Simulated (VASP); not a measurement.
# TiAl3 (I4/mmm) in VASP: further runs

Runs on TiAl3. Level: PBEsol. Tasks: single point.

All numbers are computed with VASP 6.6.1; they aren't measurements. Logs are shortened: lines on timing, memory, paths and dates and some standing lists are left out, and cuts for length are marked.

### 1 The cell of the first run

The structure is tetragonal, space group I4/mmm (No. 139). The conventional cell has a = 3.815 Å, b = 3.815 Å, c = 8.553 Å, α = 90.00°, β = 90.00°, γ = 90.00°. Ti (site symmetry 4/mmm) has 12 Al at 2.70 to 2.87 Å within 3.6 Å. Al (site symmetry 4/mmm) has 4 Ti at 2.70 Å and 8 Al at 2.87 Å within 3.6 Å. Within 3.6 Å of Al (site symmetry -4m2) lie 8 Al at 2.70 to 2.87 Å and 4 Ti at 2.87 Å.

### 2 Single point, PBEsol

Input file INCAR:

```
SYSTEM = TiAl3
  ALGO = Fast
  EDIFF = 1E-6
  ENCUT = 520
  GGA = PS
  ISIF = 2
  ISMEAR = 0
  LASPH = .True.
  LCHARG = .True.
  LELF = .True.
  LREAL = .False.
  LVHAR = .True.
  LWAVE = .False.
  NBANDS = 18
  NELM = 80
  PREC = Accurate
  SIGMA = 0.1
```

Input file KPOINTS:

```
k-points
0
Gamma
  16 16 16
  0 0 0
```

Input file POSCAR:

```
TiAl3
1.0
   -1.9076016046      1.9076016046      4.2766308032
    1.9076016046     -1.9076016046      4.2766308032
    1.9076016046      1.9076016046     -4.2766308032
Ti Al
1 3
Direct
    0.0000000000      0.0000000000      0.0000000000
    0.5000000000      0.5000000000      0.0000000000
    0.7500000000      0.2500000000      0.5000000000
    0.2500000000      0.7500000000      0.5000000000
```

Potentials or basis: VASP PAW PBE potentials, release 64 (Ti_sv, Al).

Run with:

```sh
$ cat potpaw_PBE.64/Ti_sv/POTCAR potpaw_PBE.64/Al/POTCAR > POTCAR
$ mpirun -np 1 vasp_std > vasp.out
```

OUTCAR:

```text
SYSTEM = TiAl3
   EDIFF = 1E-6
   ENCUT = 520
   GGA = PS
   ISIF = 2
   ISMEAR = 0
   LASPH = .True.
   LREAL = .False.
   NELM = 80
   PREC = Accurate

 ion  position               nearest neighbor table
   1  0.000  0.000  0.000-   2 2.70   2 2.70   2 2.70   2 2.70   4 2.87   3 2.87   4 2.87   4 2.87
                             3 2.87   3 2.87   4 2.87   3 2.87
   2  0.500  0.500  0.000-   1 2.70   1 2.70   1 2.70   1 2.70   4 2.87   3 2.87   4 2.87   3 2.87
                             4 2.87   4 2.87   3 2.87   3 2.87
   3  0.750  0.250  0.500-   4 2.70   4 2.70   4 2.70   4 2.70   2 2.87   1 2.87   2 2.87   1 2.87
                             2 2.87   2 2.87   1 2.87   1 2.87
   4  0.250  0.750  0.500-   3 2.70   3 2.70   3 2.70   3 2.70   2 2.87   1 2.87   2 2.87   2 2.87
                             1 2.87   1 2.87   2 2.87   1 2.87

  LATTYP: Found a body centered tetragonal cell.
 ALAT       =     3.8152032092
 C/A-ratio  =     2.2418888687

  Lattice vectors:

 A1 = (  -1.9076016046,   1.9076016046,   4.2766308032)
 A2 = (   1.9076016046,  -1.9076016046,   4.2766308032)
 A3 = (   1.9076016046,   1.9076016046,  -4.2766308032)

Analysis of symmetry for initial positions (statically):
=====================================================================
 Subroutine PRICEL returns:
 Original cell was already a primitive cell.

 Routine SETGRP: Setting up the symmetry group for a
 body centered tetragonal supercell.

 Subroutine GETGRP returns: Found 16 space group operations
 (whereof 16 operations were pure point group operations)
 out of a pool of 16 trial point group operations.

The static configuration has the point symmetry D_4h.

Analysis of symmetry for dynamics (positions and initial velocities):
=====================================================================
 Subroutine PRICEL returns:
 Original cell was already a primitive cell.

 Routine SETGRP: Setting up the symmetry group for a
 body centered tetragonal supercell.

 Subroutine GETGRP returns: Found 16 space group operations
 (whereof 16 operations were pure point group operations)
 out of a pool of 16 trial point group operations.

The dynamic configuration has the point symmetry D_4h.

 Subroutine INISYM returns: Found 16 space group operations
 (whereof 16 operations are pure point group operations),
 and found     1 'primitive' translations

----------------------------------------------------------------------------------------

                                     Primitive cell

  volume of cell :      62.2497

  direct lattice vectors                    reciprocal lattice vectors
    -1.907601605  1.907601605  4.276630803     0.000000000  0.262109236  0.116914464
     1.907601605 -1.907601605  4.276630803     0.262109236  0.000000000  0.116914464
     1.907601605  1.907601605 -4.276630803     0.262109236  0.262109236  0.000000000

  length of vectors
     5.056427473  5.056427473  5.056427473     0.287002167  0.287002167  0.370678437

  position of ions in fractional coordinates (direct lattice)
     0.000000000  0.000000000  0.000000000
     0.500000000  0.500000000  0.000000000
     0.750000000  0.250000000  0.500000000
     0.250000000  0.750000000  0.500000000

  ion indices of the primitive-cell ions
   primitive index   ion index
                 1           1
                 2           2
                 3           3
                 4           4

----------------------------------------------------------------------------------------

 KPOINTS: k-points

Automatic generation of k-mesh.
 Grid dimensions read from file:
 generate k-points for:   16   16   16

 Generating k-lattice:

  Cartesian coordinates                     Fractional coordinates (reciprocal lattice)
     0.000000000  0.016381827  0.007307154     0.062500000  0.000000000  0.000000000
     0.016381827  0.000000000  0.007307154     0.000000000  0.062500000  0.000000000
     0.016381827  0.016381827  0.000000000     0.000000000  0.000000000  0.062500000

  Length of vectors
     0.017937635  0.017937635  0.023167402

  Shift w.r.t. Gamma in fractional coordinates (k-lattice)
     0.000000000  0.000000000  0.000000000

 Subroutine IBZKPT returns following result:
 ===========================================

 Found    349 irreducible k-points:

 Following reciprocal coordinates:
            Coordinates               Weight
  0.000000  0.000000  0.000000      1.000000
  0.062500 -0.000000  0.000000      8.000000
  0.125000 -0.000000  0.000000      8.000000
  0.187500 -0.000000  0.000000      8.000000
  0.250000 -0.000000  0.000000      8.000000
  0.312500 -0.000000  0.000000      8.000000
[... 16 lines left out ...]
 -0.125000  0.062500 -0.000000     16.000000
 -0.062500  0.062500  0.000000      4.000000
 [... further k-points ...]
   k-points           NKPTS =    349   k-points in BZ     NKDIM =    349   number of bands    NBANDS=     18
   number of dos      NEDOS =    301   number of ions     NIONS =      4
   total plane-waves  NPLWV =  64000
   dimension x,y,z NGX =    40 NGY =   40 NGZ =   40
   dimension x,y,z NGXF=    80 NGYF=   80 NGZF=   80
   ions per type =               1   3
   NGX,Y,Z   is equivalent  to a cutoff of  13.15, 13.15, 13.15 a.u.
   NGXF,Y,Z  is equivalent  to a cutoff of  26.30, 26.30, 26.30 a.u.
 SYSTEM =  TiAl3
   PREC   = accura    normal or accurate (medium, high low for compatibility)
   ISTART =      0    job   : 0-new  1-cont  2-samecut
   ICHARG =      2    charge: 1-file 2-atom 10-const
   ISPIN  =      1    spin polarized calculation?
   LNONCOLLINEAR =      F non collinear calculations
   LSORBIT =      F    spin-orbit coupling
   LASPH  =      T    aspherical Exc in radial PAW
   ENCUT  =  520.0 eV  38.22 Ry    6.18 a.u.   9.40  9.40  9.40*2*pi/ulx,y,z
   NELM   =     80;   NELMIN=  2; NELMDL= -5     # of ELM steps
   EDIFF  = 0.1E-05   stopping-criterion for ELM
   LREAL  =      F    real-space projection
   EDIFFG = 0.1E-04   stopping-criterion for IOM
   NSW    =      0    number of steps for IOM
   IBRION =     -1    ionic relax: 0-MD 1-quasi-New 2-CG
   NFREE  =      0    steps in history (QN), initial steepest desc. (CG)
   ISIF   =      2    stress and relaxation
   ISYM   =      2    0-nonsym 1-usesym 2-fastsym
   POTIM  = 0.5000    time-step for ionic-motion
   TEBEG  =    0.0;   TEEND  =   0.0 temperature during run
   PSTRESS=    0.0 pullay stress
   NELECT =      21.0000    total number of electrons
   NUPDOWN=      -1.0000    fix difference up-down
   EMIN   =  10.00;   EMAX   =-10.00  energy-range for DOS
   EFERMI =   0.00;   METHOD = LEGACY
   ISMEAR =     0;   SIGMA  =   0.10  broadening in eV -4-tet -1-fermi 0-gaus
   EFERMI_NEDOS =   21; number of points for ismear=-14 and -15
   IALGO  =     68    algorithm
   IMIX   =      4    mixing-type and parameters
     AMIX     =   0.40;   BMIX     =  1.00
     AMIX_MAG =   1.60;   BMIX_MAG =  1.00
  volume/ion in A,a.u.               =      15.56       105.02
  Fermi-wavevector in a.u.,A,eV,Ry     =   1.139643  2.153613 17.671064  1.298787
  Thomas-Fermi vector in A             =   2.276346
   LORBIT       =      0    0 simple, 1 ext, 2 COOP (PROOUT), +10 PAW based schemes
   GGA     = PS    functional components
   LHFCALC =     F    Hartree Fock is set to
   AEXX    =    0.0000 exact exchange contribution
   IVDW    =     0    specifies the selected vdW correction
   LEPSILON=     F    determine dielectric tensor
   LRPA    =     F    only Hartree local field effects (RPA)
 non-spin polarized calculation
 RMM-DIIS sequential band-by-band and
 Gauss-broadening in eV      SIGMA  =   0.10
  energy-cutoff  :      520.00
  volume of cell :       62.25
 maximum number of plane-waves:      1696
 NGX is ok and might be reduce to    40
   NGX = 19   NGY = 19   NGZ = 19

 number of electron      20.9999999 magnetization

 Free energy of the ion-electron system (eV)
  ---------------------------------------------------
  ext. energy  EPLUGINS =         0.00000000
  ---------------------------------------------------
  free energy    TOTEN  =       -22.23236561 eV

  energy without entropy =      -22.22380673  energy(sigma->0) =      -22.22808617

 E-fermi :   8.3367     XC(G=0): -10.8965

 val. band max:        8.3354107086   @ k =  -0.0625   0.1250   0.0625
 cond. band min:       8.3443355020   @ k =   0.3750   0.1875   0.0000
 fundamental gap:      0.0089247933
 Fermi energy:         8.3366577318

 k-point     1 :       0.0000    0.0000    0.0000
  band No.  band energies     occupation
      1     -47.8562      2.00000
      2     -24.2780      2.00000
      3     -24.2780      2.00000
      4     -24.1979      2.00000
      5      -1.8061      2.00000
      6       5.4594      2.00000
[... 10 lines left out ...]
     17      12.1980      0.00000
     18      12.1982      0.00000

 k-point     2 :       0.0625   -0.0000    0.0000
  band No.  band energies     occupation
      1     -47.8561      2.00000
      2     -24.2791      2.00000
      3     -24.2779      2.00000
      4     -24.1979      2.00000
      5      -1.7570      2.00000
      6       5.1947      2.00000
[... 10 lines left out ...]
     17      12.2114      0.00000
     18      12.4987      0.00000

 k-point     3 :       0.1250   -0.0000    0.0000
  band No.  band energies     occupation
      1     -47.8559      2.00000
      2     -24.2823      2.00000
      3     -24.2777      2.00000
      4     -24.1977      2.00000
      5      -1.6100      2.00000
      6       4.8586      2.00000
[... 10 lines left out ...]
     17      12.2727      0.00000
     18      13.1870      0.00000

 k-point     4 :       0.1875   -0.0000    0.0000
  band No.  band energies     occupation
      1     -47.8557      2.00000
      2     -24.2871      2.00000
      3     -24.2774      2.00000
      4     -24.1975      2.00000
      5      -1.3671      2.00000
      6       4.5017      2.00000
[... 375 lines left out ...]
      4     -24.1973      2.00000
      5      -1.3662      2.00000
      6       4.8117      2.00000
[... 10 lines left out ...]
     17      12.6014      0.00000
     18      13.9664      0.00000

 k-point    23 :      -0.1250    0.0625   -0.0000
  band No.  band energies     occupation
      1     -47.8559      2.00000
      2     -24.2822      2.00000
      3     -24.2788      2.00000
      4     -24.1975      2.00000
      5      -1.5932      2.00000
      6       5.2286      2.00000
[... 10 lines left out ...]
     17      12.4520      0.00000
     18      13.2288      0.00000

 k-point    24 :      -0.0625    0.0625    0.0000
  band No.  band energies     occupation
      1     -47.8561      2.00000
      2     -24.2791      2.00000
      3     -24.2789      2.00000
      4     -24.1978      2.00000
      5      -1.7240      2.00000
      6       5.5292      2.00000
[... 10 lines left out ...]
     17      12.3443      0.00000
     18      12.5923      0.00000

 [... further k-points ...]

------------------------ aborting loop because EDIFF is reached ----------------------------------------

  FORCE on cell =-STRESS in cart. coord.  units (eV):
  Direction    XX          YY          ZZ          XY          YZ          ZX
  --------------------------------------------------------------------------------------
  -------------------------------------------------------------------------------------
  Total        0.0481776      0.0481776      0.0289780      0.0000000      0.0000000      0.0000000
  in kB        1.2399902      1.2399902      0.7458329      0.0000000      0.0000000      0.0000000
  external PRESSURE =       1.0752711 kB  Pullay stress =       0.0000000 kB

 VOLUME and BASIS-vectors are now :
 -----------------------------------------------------------------------------
  energy-cutoff  :      520.00
  volume of cell :       62.25
      direct lattice vectors                 reciprocal lattice vectors
    -1.907601605  1.907601605  4.276630803     0.000000000  0.262109236  0.116914464
     1.907601605 -1.907601605  4.276630803     0.262109236  0.000000000  0.116914464
     1.907601605  1.907601605 -4.276630803     0.262109236  0.262109236  0.000000000

 POSITION                                       TOTAL-FORCE (eV/Angst)
 -----------------------------------------------------------------------------------
      0.00000      0.00000      0.00000        -0.000000     -0.000000      0.000000
      0.00000      0.00000      4.27663        -0.000000     -0.000000      0.000000
      0.00000      1.90760      2.13832        -0.000000      0.000000     -0.000000
      1.90760      0.00000      2.13832         0.000000     -0.000000      0.000000
 -----------------------------------------------------------------------------------
    total drift:                               -0.000000     -0.000000      0.000000

  FREE ENERGIE OF THE ION-ELECTRON SYSTEM (eV)
  ---------------------------------------------------
  free  energy   TOTEN  =       -22.2323656137 eV

  energy  without entropy=      -22.2238067253  energy(sigma->0) =      -22.22808617
```

Wall time 13 min (1 thread of AMD EPYC 9R45 (Zen 5), shared host); peak memory 0.49 GiB.

What came out:

```
Free energy            : -22.2324 eV
Pressure               : 0.1 GPa
Band gap on the k mesh : zero (an odd number of electrons rules out a gap without spin polarisation)
```

Levels at points of the mesh, in eV from the Fermi level:
```csv
k point,band 8,band 9,band 10,band 11,band 12,band 13,band 14,band 15
"(0.00, 0.00, 0.00)",-1.44,-1.23,-1.23,0.84,1.77,1.77,2.23,2.52
"(0.50, 0.00, 0.00)",-2.95,-1.06,-0.28,0.51,1.82,2.11,2.74,3.18
"(0.50, 0.50, 0.00)",-3.78,-2.71,-2.22,-1.00,1.78,1.96,2.70,2.86
"(0.50, 0.50, 0.50)",-0.91,-0.91,-0.25,0.70,0.70,0.97,3.07,4.82
```

Caveat: the PAW data sets were made with another functional, which shifts forces and pressure a little.

### 3 Single point, PBEsol

Input file INCAR:

```
ALGO = Fast
EDIFF = 1E-6
ENCUT = 520
GGA = PS
ISIF = 2
ISMEAR = -1
LASPH = True
LCHARG = True
LELF = True
LREAL = False
LVHAR = True
LWAVE = False
NBANDS = 18
NELM = 60
PREC = Accurate
SIGMA = 0.15
```

Input file KPOINTS:

```
k-points
0
Gamma
  16 16 16
```

Input file POSCAR:

```
TiAl3
1.0
   -1.9108926392      1.9108926392      4.2667008327
    1.9108926392     -1.9108926392      4.2667008327
    1.9108926392      1.9108926392     -4.2667008327
Ti Al
1 3
Direct
    0.0000000000      0.0000000000      0.0000000000
    0.5000000000      0.5000000000      0.0000000000
    0.7500000000      0.2500000000      0.5000000000
    0.2500000000      0.7500000000      0.5000000000
```

Potentials or basis: VASP PAW PBE potentials, release 64 (Ti_sv, Al).

Run with:

```sh
$ cat potpaw_PBE.64/Ti_sv/POTCAR potpaw_PBE.64/Al/POTCAR > POTCAR
$ mpirun -np 1 vasp_std > vasp.out
```

Run time: 12 min. Hardware: 1 thread of AMD EPYC 9R45 (Zen 5), shared host; peak memory 0.49 GiB.

Results (log left out):

```yaml
Free_energy: -22.2931 eV
Pressure: 0.1 GPa
Band_gap_on_the_k_mesh: zero (an odd number of electrons rules out a gap without spin polarisation)
```

Levels at points of the mesh, in eV from the Fermi level:
```
           k point  band 9  band 10  band 11  band 12  band 13  band 14
(0.00, 0.00, 0.00)   -1.28    -1.28     0.82     1.71     1.71     2.19
(0.50, 0.00, 0.00)   -1.10    -0.29     0.47     1.78     2.05     2.72
(0.50, 0.50, 0.00)   -2.75    -2.24    -1.02     1.75     1.92     2.69
(0.50, 0.50, 0.50)   -0.97    -0.28     0.68     0.68     0.94     3.04
```

Caveat: the PAW data sets were made with another functional, which shifts forces and pressure a little.
